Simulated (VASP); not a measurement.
# O in VASP: notebook

The runs below take O through single point, with LDA.

Everything below comes from runs of VASP 6.6.1. Logs are shortened: lines on timing, memory, paths and dates and some standing lists are left out, and cuts for length are marked.

### Step 1. The cell of the first run

The typed cell holds 2 atoms: a = 4.203 Å, b = 4.203 Å, c = 4.203 Å, α = 46.97°, β = 46.97°, γ = 46.97°.

### Step 2. Single point, LDA, collinear spin (atoms moved at random)

File INCAR:

```
  PREC = Accurate
  ENCUT = 520
  EDIFF = 1E-6
  ISMEAR = -1
  SIGMA = 0.15
  LREAL = F
  LASPH = T
  NELM = 150
  ALGO = Normal
  ISIF = 2
  LWAVE = F
  LCHARG = F
  ISPIN = 2
  MAGMOM = 0.24 -0.07
  LORBIT = 11
  NBANDS = 17
```

File KPOINTS:

```
Automatic mesh
0
Gamma
  7 7 7
```

File POSCAR:

```
O
1.0
    1.6749479049      0.9670316238      3.7319995215
   -1.6749479049      0.9670316238      3.7319995215
    0.0000000000     -1.9340632475      3.7319995215
O
2
Direct
   -0.0636922969      0.1194324859      0.0773705472
    1.0365232969      0.9269485141      0.8847524528
```

Potentials or basis: VASP PAW LDA potentials, release 64 (O).

Run with:

```sh
$ cat potpaw_LDA.64/O/POTCAR > POTCAR
$ mpirun -np 1 vasp_std > vasp.out
```

OUTCAR:

```text
PREC = Accurate
   ENCUT = 520
   EDIFF = 1E-6
   ISMEAR = -1
   LREAL = F
   LASPH = T
   NELM = 150
   ISIF = 2
   ISPIN = 2
   LORBIT = 11

 ion  position               nearest neighbor table
   1  0.936  0.119  0.077-   2 1.20
   2  0.037  0.927  0.885-   1 1.20

  LATTYP: Found a trigonal (rhomboedric) cell.
 ALAT       =     4.2033820995
 COS(alpha) =     0.6824333683

  Lattice vectors:

 A1 = (   1.6749479049,   0.9670316238,   3.7319995215)
 A2 = (  -1.6749479049,   0.9670316238,   3.7319995215)
 A3 = (   0.0000000000,  -1.9340632475,   3.7319995215)

Analysis of symmetry for initial positions (statically):
=====================================================================
 Subroutine PRICEL returns:
 Original cell was already a primitive cell.

 Routine SETGRP: Setting up the symmetry group for a
 trigonal (rhombohedral) supercell.

 Subroutine GETGRP returns: Found  2 space group operations
 (whereof  1 operations were pure point group operations)
 out of a pool of 12 trial point group operations.

The static configuration has the point symmetry C_1 .
 The point group associated with its full space group is S_2 .

Analysis of symmetry for dynamics (positions and initial velocities):
=====================================================================
 Subroutine PRICEL returns:
 Original cell was already a primitive cell.

 Routine SETGRP: Setting up the symmetry group for a
 trigonal (rhombohedral) supercell.

 Subroutine GETGRP returns: Found  2 space group operations
 (whereof  1 operations were pure point group operations)
 out of a pool of 12 trial point group operations.

The dynamic configuration has the point symmetry C_1 .
 The point group associated with its full space group is S_2 .

Analysis of structural, dynamic, and magnetic symmetry:
=====================================================================
 Subroutine PRICEL returns:
 Original cell was already a primitive cell.

 Routine SETGRP: Setting up the symmetry group for a
 trigonal (rhombohedral) supercell.

 Subroutine GETGRP returns: Found  1 space group operations
 (whereof  1 operations were pure point group operations)
 out of a pool of 12 trial point group operations.

The overall configuration has the point symmetry C_1 .

 Subroutine INISYM returns: Found  1 space group operations
 (whereof  1 operations are pure point group operations),
 and found     1 'primitive' translations

----------------------------------------------------------------------------------------

                                     Primitive cell

  volume of cell :      36.2689

  direct lattice vectors                    reciprocal lattice vectors
     1.674947905  0.967031624  3.731999522     0.298516747  0.172348724  0.089317625
    -1.674947905  0.967031624  3.731999522    -0.298516747  0.172348724  0.089317625
     0.000000000 -1.934063247  3.731999522     0.000000000 -0.344697449  0.089317625

  length of vectors
     4.203382099  4.203382099  4.203382099     0.356081408  0.356081408  0.356081408

  position of ions in fractional coordinates (direct lattice)
     0.936307703  0.119432486  0.077370547
     0.036523297  0.926948514  0.884752453

  ion indices of the primitive-cell ions
   primitive index   ion index
                 1           1
                 2           2

----------------------------------------------------------------------------------------

 KPOINTS: Automatic mesh

Automatic generation of k-mesh.
 Grid dimensions read from file:
 generate k-points for:    7    7    7

 Generating k-lattice:

  Cartesian coordinates                     Fractional coordinates (reciprocal lattice)
     0.042645250  0.024621246  0.012759661     0.142857143  0.000000000  0.000000000
    -0.042645250  0.024621246  0.012759661     0.000000000  0.142857143  0.000000000
     0.000000000 -0.049242493  0.012759661     0.000000000  0.000000000  0.142857143

  Length of vectors
     0.050868773  0.050868773  0.050868773

  Shift w.r.t. Gamma in fractional coordinates (k-lattice)
     0.000000000  0.000000000  0.000000000

 Subroutine IBZKPT returns following result:
 ===========================================

 Found    172 irreducible k-points:

 Following reciprocal coordinates:
            Coordinates               Weight
  0.000000  0.000000  0.000000      1.000000
  0.142857  0.000000  0.000000      2.000000
  0.000000  0.142857  0.000000      2.000000
  0.000000  0.000000  0.142857      2.000000
  0.285714  0.000000  0.000000      2.000000
  0.000000  0.285714  0.000000      2.000000
[... 16 lines left out ...]
 -0.142857 -0.428571 -0.000000      2.000000
  0.142857  0.000000  0.428571      2.000000
 [... further k-points ...]
   k-points           NKPTS =    172   k-points in BZ     NKDIM =    172   number of bands    NBANDS=     17
   number of dos      NEDOS =    301   number of ions     NIONS =      2
   total plane-waves  NPLWV =  32768
   dimension x,y,z NGX =    32 NGY =   32 NGZ =   32
   dimension x,y,z NGXF=    64 NGYF=   64 NGZF=   64
   ions per type =               2
   NGX,Y,Z   is equivalent  to a cutoff of  12.66, 12.66, 12.66 a.u.
   NGXF,Y,Z  is equivalent  to a cutoff of  25.31, 25.31, 25.31 a.u.
 SYSTEM =  unknown system
   PREC   = accura    normal or accurate (medium, high low for compatibility)
   ISTART =      0    job   : 0-new  1-cont  2-samecut
   ICHARG =      2    charge: 1-file 2-atom 10-const
   ISPIN  =      2    spin polarized calculation?
   LNONCOLLINEAR =      F non collinear calculations
   LSORBIT =      F    spin-orbit coupling
   LASPH  =      T    aspherical Exc in radial PAW
   ENCUT  =  520.0 eV  38.22 Ry    6.18 a.u.   7.82  7.82  7.82*2*pi/ulx,y,z
   NELM   =    150;   NELMIN=  2; NELMDL= -5     # of ELM steps
   EDIFF  = 0.1E-05   stopping-criterion for ELM
   LREAL  =      F    real-space projection
   EDIFFG = 0.1E-04   stopping-criterion for IOM
   NSW    =      0    number of steps for IOM
   IBRION =     -1    ionic relax: 0-MD 1-quasi-New 2-CG
   NFREE  =      0    steps in history (QN), initial steepest desc. (CG)
   ISIF   =      2    stress and relaxation
   ISYM   =      2    0-nonsym 1-usesym 2-fastsym
   POTIM  = 0.5000    time-step for ionic-motion
   TEBEG  =    0.0;   TEEND  =   0.0 temperature during run
   PSTRESS=    0.0 pullay stress
   NELECT =      12.0000    total number of electrons
   NUPDOWN=      -1.0000    fix difference up-down
   EMIN   =  10.00;   EMAX   =-10.00  energy-range for DOS
   EFERMI =   0.00;   METHOD = LEGACY
   ISMEAR =    -1;   SIGMA  =   0.15  broadening in eV -4-tet -1-fermi 0-gaus
   EFERMI_NEDOS =   21; number of points for ismear=-14 and -15
   IALGO  =     38    algorithm
   IMIX   =      4    mixing-type and parameters
     AMIX     =   0.40;   BMIX     =  1.00
     AMIX_MAG =   1.60;   BMIX_MAG =  1.00
  volume/ion in A,a.u.               =      18.13       122.38
  Fermi-wavevector in a.u.,A,eV,Ry     =   1.132288  2.139714 17.443710  1.282077
  Thomas-Fermi vector in A             =   2.268989
   LORBIT       =     11    0 simple, 1 ext, 2 COOP (PROOUT), +10 PAW based schemes
   GGA     = CA    functional components
   LHFCALC =     F    Hartree Fock is set to
   AEXX    =    0.0000 exact exchange contribution
   IVDW    =     0    specifies the selected vdW correction
   LEPSILON=     F    determine dielectric tensor
   LRPA    =     F    only Hartree local field effects (RPA)
 spin polarized calculation
  energy-cutoff  :      520.00
  volume of cell :       36.27
 maximum number of plane-waves:       995
   NGX = 15   NGY = 15   NGZ = 15

 number of electron      11.9999999 magnetization       1.9874358

 Free energy of the ion-electron system (eV)
  ---------------------------------------------------
  ext. energy  EPLUGINS =         0.00000000
  ---------------------------------------------------
  free energy    TOTEN  =       -10.58582851 eV

  energy without entropy =      -10.57500849  energy(sigma->0) =      -10.58041850

 E-fermi :  -1.9838     XC(G=0):  -7.7698

 val. band max:       -2.5579294926   @ k =   0.0000   0.4286   0.4286
 cond. band min:      -1.3716151669   @ k =  -0.4286  -0.0000  -0.4286
 fundamental gap:      1.1863143257
 Fermi energy:        -1.9837924697

 spin component 1

 k-point     1 :       0.0000    0.0000    0.0000
  band No.  band energies     occupation
      1     -29.3379      1.00000
      2     -16.1301      1.00000
      3     -10.3923      1.00000
      4      -9.3965      1.00000
      5      -9.3825      1.00000
      6      -3.0884      0.99937
[... 9 lines left out ...]
     16      19.6895      0.00000
     17      20.4859      0.00000
[... 441 lines left out ...]
 k-point    24 :       0.1429    0.0000    0.4286
  band No.  band energies     occupation
      1     -29.2523      1.00000
      2     -16.2257      1.00000
      3     -10.2303      1.00000
      4      -9.7548      1.00000
      5      -9.5973      1.00000
      6      -3.1766      0.99965
[... 9 lines left out ...]
     16      20.5846      0.00000
     17      22.5557      0.00000

 [... further k-points ...]

 spin component 2

 k-point     1 :       0.0000    0.0000    0.0000
  band No.  band energies     occupation
      1     -28.1322      1.00000
      2     -14.4997      1.00000
      3      -9.3857      1.00000
      4      -7.6839      1.00000
      5      -7.6655      1.00000
      6      -1.1590      0.00408
[... 9 lines left out ...]
     16      20.0630      0.00000
     17      20.7618      0.00000
[... 441 lines left out ...]
 k-point    24 :       0.1429    0.0000    0.4286
  band No.  band energies     occupation
      1     -28.0410      1.00000
      2     -14.6124      1.00000
      3      -8.9357      1.00000
      4      -8.3457      1.00000
      5      -7.9671      1.00000
      6      -1.2943      0.00999
[... 9 lines left out ...]
     16      21.0792      0.00000
     17      23.0554      0.00000

 [... further k-points ...]
[... 5 lines left out ...]
  --------------------------------------------------------------------------------------
  -------------------------------------------------------------------------------------
  Total        0.0540504     -0.1262711      1.0932336      0.1567185     -0.3580485     -0.6196526
  in kB        2.3876729     -5.5780172     48.2935069      6.9230260    -15.8167636    -27.3731042
  external PRESSURE =      15.0343875 kB  Pullay stress =       0.0000000 kB

 VOLUME and BASIS-vectors are now :
 -----------------------------------------------------------------------------
  energy-cutoff  :      520.00
  volume of cell :       36.27
      direct lattice vectors                 reciprocal lattice vectors
     1.674947905  0.967031624  3.731999522     0.298516747  0.172348724  0.089317625
    -1.674947905  0.967031624  3.731999522    -0.298516747  0.172348724  0.089317625
     0.000000000 -1.934063247  3.731999522     0.000000000 -0.344697449  0.089317625

 POSITION                                       TOTAL-FORCE (eV/Angst)
 -----------------------------------------------------------------------------------
      1.36822      0.87129      4.22877        -0.582101     -0.336299      1.261316
     -1.49142     -0.77946      6.89757         0.582101      0.336299     -1.261316
 -----------------------------------------------------------------------------------
    total drift:                                0.000133     -0.000073     -0.000718

  FREE ENERGIE OF THE ION-ELECTRON SYSTEM (eV)
  ---------------------------------------------------
  free  energy   TOTEN  =       -10.5858285103 eV

  energy  without entropy=      -10.5750084932  energy(sigma->0) =      -10.58041850

 total charge

# of ion       s       p       d       tot
------------------------------------------
    1        1.602   3.309   0.000   4.911
    2        1.602   3.309   0.000   4.911
--------------------------------------------------
tot          3.205   6.618   0.000   9.823

 magnetization (x)

# of ion       s       p       d       tot
------------------------------------------
    1        0.008   0.789   0.000   0.797
    2        0.008   0.789   0.000   0.797
--------------------------------------------------
tot          0.016   1.578   0.000   1.594
```

Run time: 2.4 min. Hardware: 1 thread of Intel Xeon Platinum 8488C (Sapphire Rapids), shared host; peak memory 0.25 GiB.

Results:

```
Free energy                                           : -10.5858 eV
Pressure                                              : 1.5 GPa
Largest force                                         : 1.429 eV/Å
Band gap on the k mesh                                : 1.19 eV (least direct gap 1.29 eV)
Net moment                                            : 1.99 μB per cell
Site moments                                          : O +0.80 μB
Valence electrons inside the program's atomic spheres : O 4.91
```

Forces in eV/Å, atoms in the order of the input:
```
O   -0.582 -0.336  1.261
O    0.582  0.336 -1.261
```

Stress tensor (GPa, compression positive):
```
 0.24  0.69 -2.74
 0.69 -0.56 -1.58
-2.74 -1.58  4.83
```

Caveat: the cell differs from its parent crystal (atoms moved at random); the standard files for N, O and F lose accuracy on very short bonds; an odd mesh through Γ misses points on the zone boundary, where band edges can lie; forces of over 1 eV/Å act on the atoms, so gaps and moduli don't describe the material at rest.

### Step 3. Single point, LDA

File INCAR:

```
PREC = Accurate
ENCUT = 520
EDIFF = 1E-7
ISMEAR = 1
SIGMA = 0.05
LREAL = F
LASPH = T
NELM = 100
ALGO = Normal
ISIF = 2
LWAVE = F
LCHARG = T
LELF = T
LVHAR = T
NBANDS = 13
```

KPOINTS is that of step 2.

File POSCAR:

```
O
1.0
    1.6749479049      0.9670316238      3.7319995215
   -1.6749479049      0.9670316238      3.7319995215
    0.0000000000     -1.9340632475      3.7319995215
O
2
Direct
    0.0688237696      0.0681598684      0.0228749034
    0.9311762692      0.9318401705      0.9771251356
```

Potentials or basis: VASP PAW LDA potentials, release 64 (O).

Run with:

```sh
$ cat potpaw_LDA.64/O/POTCAR > POTCAR
$ mpirun -np 1 vasp_std > vasp.out
```

Run time: 46 s. Hardware: 1 thread of AMD EPYC 9R45 (Zen 5), shared host; peak memory 0.15 GiB.

The run converged. Its results:

- Free energy: -10.0039 eV
- Pressure: -2.4 GPa
- Largest force: 1.227 eV/Å
- Band gap on the k mesh: zero (bands 6 and 7 overlap by 0.47 eV)

Forces on the atoms (eV/Å):
```
O   -0.001 -0.109  1.222
O    0.001  0.109 -1.222
```

Stress tensor (GPa, compression positive):
```
-5.72  0.01  0.00
 0.01 -5.57 -0.35
 0.00 -0.35  4.16
```

Levels at points of the mesh, in eV from the Fermi level:
| k point | band 2 | band 3 | band 4 | band 5 | band 6 | band 7 | band 8 | band 9 | band 10 | band 11 |
| --- | --- | --- | --- | --- | --- | --- | --- | --- | --- | --- |
| (0.00, 0.00, 0.00) | -13.40 | -7.94 | -6.64 | -6.61 | 0.20 | 0.20 | 5.98 | 10.65 | 12.81 | 15.07 |

Caveat: the standard files for N, O and F lose accuracy on very short bonds; spin is off for a triplet molecule; forces of over 1 eV/Å act on the atoms, so gaps and moduli don't describe the material at rest.
